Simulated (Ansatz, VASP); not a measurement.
One calculation of HfN, two programs

Contents of INCAR:

```
PREC = Accurate ; ENCUT = 520
EDIFF = 1E-6 ; ISMEAR = 0
SIGMA = 0.15 ; LREAL = False
LASPH = True ; NELM = 60
ALGO = Normal ; ISIF = 2
LWAVE = False ; LCHARG = False
GGA = PS ; NBANDS = 14
```

KPOINTS

```
regular mesh
0
Gamma
  18 18 18
```

File POSCAR:

```
HfN
1.0
    0.0000000000      2.2194675000      2.2590000000
    2.2985325000      0.0000000000      2.2590000000
    2.2985325000      2.2194675000      0.0000000000
Hf N
1 1
Direct
    0.0000000000      0.0000000000      0.0000000000
    0.5000000000      0.5000000000      0.5000000000
```

Input for Ansatz:

```yaml
crystal:
  lattice:
    - [0.0, 2.2194675, 2.259]
    - [2.2985325, 0.0, 2.259]
    - [2.2985325, 2.2194675, 0.0]
  atoms:
    - { symbol: Hf, position: [0.0, 0.0, 0.0] }
    - { symbol: "N", position: [0.5, 0.5, 0.5] }
basis:
  ecutwfc: 420
kpoints:
  mp_grid: { grid: [18, 18, 18] }
hamiltonian:
  xc: pbesol
scf:
  occupations: { method: gaussian, width: 0.15 }
output:
  forces: true
  stress: true
  eigenvalues: true
```

Change from the starting cell: strain +0.0175 x Voigt [1, -1, 0, 0, 0, 0], atoms carried along.

Alike in both runs: task single point; functional PBEsol; k mesh 18 × 18 × 18; occupations gaussian, width 0.15 eV; no spin polarisation.

```csv
,VASP,Ansatz
version,VASP 6.6.1,Ansatz 0.2.0
potentials or method,"VASP PAW PBE potentials, release 64 (Hf_pv, N), cutoff 520 eV","scalar-relativistic, plane waves, PAW"
valence electrons in the cell,15,31
```

|  | VASP | Ansatz | Ansatz less VASP |
| --- | --- | --- | --- |
| gap on the k mesh at the Fermi level (eV) | none | none | - |
| pressure (GPa) | -4.5 | -2.4 | +2.15 |
| traceless stress, the component that is largest in VASP (GPa) | 8.67 | 8.73 | +0.064 |

VASP's potentials were made for PBE, not for PBEsol. A gap of «none» marks a metal or a gap that the smearing closes. VASP's potentials hold 15 valence electrons a cell and Ansatz's 31, so a difference there can come from the potentials and not from the codes.

Spin-orbit coupling is off throughout.
